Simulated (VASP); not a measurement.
# MnF2: single point with revPBE+D3(BJ)+U

The system is MnF2.

```
Mn F
1.0
     4.84811    0.00000    0.00000
     0.00000    4.84811    0.00000
     0.00000    0.00000    3.34452
Mn F
2 4
Direct
  0.00000 0.00000 0.00000
  0.50000 0.50000 0.50000
  0.30456 0.30456 0.00000
  0.19544 0.80456 0.50000
  0.69544 0.69544 0.00000
  0.80456 0.19544 0.50000
```

| Item | Value |
| --- | --- |
| Program | VASP 6.6.1 |
| Task | single point |
| Functional | revPBE |
| Dispersion | D3(BJ) |
| Potentials or basis | VASP PAW PBE potentials, release 64 (Mn_pv, F) |
| Cutoff | 520 eV |
| k mesh | 6 × 6 × 8 |
| Occupations | gaussian, width 0.05 eV |
| Spin | collinear spin, ferromagnetic start |
| Starting moments | [4.65, 4.65, 0.0, 0.0, 0.0, 0.0] μB |
| Hubbard terms | Mn d U = 3.9 eV |
| Dipole correction | no |
| Further INCAR settings | ALGO = Normal; EDIFF = 1e-06; NBANDS = 40 |

```yaml
Pressure: 4.2 GPa
Largest_force: 0.013 eV/Å
Band_gap_on_the_k_mesh: 2.57 eV
Net_moment: 10.00 μB per cell
Site_moments: Mn +4.70; F +0.05 μB
Valence_electrons_inside_the_program's_atomic_spheres: Mn 11.26; F 6.13
Dispersion_energy_per_atom: -0.289 eV
```

Forces on the atoms (eV/Å):
```
Mn   0.000  0.000  0.000
Mn   0.000  0.000  0.000
F    0.009  0.009  0.000
F   -0.009  0.009  0.000
F   -0.009 -0.009  0.000
F    0.009 -0.009  0.000
```

Stress tensor (GPa, compression positive):
```
4.32 0.00 0.00
0.00 4.32 0.00
0.00 0.00 4.04
```

Levels at points of the mesh, in eV from the valence-band top:
Spin up:
```tsv
k point	band 30	band 31	band 32	band 33	band 34	band 35
(0.00, 0.00, 0.00)	-0.64	-0.64	0.00	2.57	7.94	7.94
(0.50, 0.00, 0.00)	-0.87	-0.79	-0.79	4.94	4.94	9.21
(0.50, 0.50, 0.00)	-1.29	-0.64	-0.64	6.35	6.35	7.09
(0.00, 0.00, 0.50)	-1.54	-1.18	-1.18	7.08	7.08	10.91
(0.50, 0.00, 0.50)	-1.84	-0.32	-0.32	8.24	8.24	8.34
(0.50, 0.50, 0.50)	-1.56	-0.92	-0.92	8.12	8.12	9.43
```
Spin down:
| k point | band 18 | band 19 | band 20 | band 21 | band 22 | band 23 | band 24 | band 25 | band 26 | band 27 |
| --- | --- | --- | --- | --- | --- | --- | --- | --- | --- | --- |
| (0.00, 0.00, 0.00) | -4.45 | -3.74 | -3.34 | -3.34 | -3.06 | 3.55 | 4.72 | 5.18 | 5.32 | 5.38 |
| (0.50, 0.00, 0.00) | -4.28 | -4.09 | -4.09 | -3.37 | -3.37 | 4.88 | 4.88 | 5.46 | 5.46 | 5.51 |
| (0.50, 0.50, 0.00) | -4.19 | -3.79 | -3.79 | -3.65 | -3.65 | 4.82 | 4.82 | 5.40 | 5.40 | 5.49 |
| (0.00, 0.00, 0.50) | -4.28 | -3.95 | -3.95 | -3.71 | -3.71 | 5.24 | 5.24 | 5.28 | 5.28 | 5.33 |
| (0.50, 0.00, 0.50) | -4.45 | -3.74 | -3.74 | -3.55 | -3.55 | 4.95 | 4.95 | 5.32 | 5.32 | 5.65 |
| (0.50, 0.50, 0.50) | -4.26 | -3.52 | -3.52 | -3.44 | -3.44 | 5.26 | 5.26 | 5.28 | 5.28 | 5.49 |

Eigenvalues of the final occupation matrices:
| site | spin | trace | eigenvalues |
| --- | --- | --- | --- |
| site 1 d | 1 | 4.81 | 0.95 0.95 0.95 0.98 0.99 |
| site 1 d | 2 | 0.15 | 0.01 0.01 0.01 0.05 0.06 |
| site 2 d | 1 | 4.81 | 0.95 0.95 0.95 0.98 0.99 |
| site 2 d | 2 | 0.15 | 0.01 0.01 0.01 0.05 0.06 |

Wall time 6.5 min on 1 thread of AMD EPYC 7R13, on a shared host, peak memory 0.33 GiB.

Caveat: the cell stands under pressure; the PAW data sets were made with another functional, which shifts forces and pressure a little; only a ferromagnetic start was run, and an antiferromagnetic order may lie lower in energy. A k mesh can miss the band edges.
